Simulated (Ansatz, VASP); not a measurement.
Two plane-wave programs on ZnO

```xyz
4
Lattice="3.2352 0.0000 0.0000 -1.6176 2.8018 0.0000 0.0000 0.0000 5.2114" Properties=species:S:1:pos:R:3 pbc="T T T"
Zn    0.0000    1.8678    2.6041
Zn    1.6176    0.9339   -0.0016
O     1.6176    0.9339    1.9768
O     0.0000    1.8678    4.5825
```

Alike in both runs: task single point; functional r2SCAN; k mesh 8 × 8 × 4; no spin polarisation.

|  | VASP | Ansatz |
| --- | --- | --- |
| version | VASP 6.6.1 | Ansatz 0.2.0 |
| potentials or method | VASP PAW PBE potentials, release 64 (Zn, O) | PAW with Ansatz's default frozen-core files, scalar-relativistic |
| plane-wave cutoff (eV) | 520 | 500 |
| occupations | gaussian, width 0.01 eV | fixed |
| valence electrons in the cell | 36 | 36 |

|  | VASP | Ansatz | Ansatz less VASP |
| --- | --- | --- | --- |
| gap on the k mesh at the Fermi level (eV) | 1.23 | 1.24 | +0.003 |

VASP's potentials were made for PBE, not for r2SCAN.
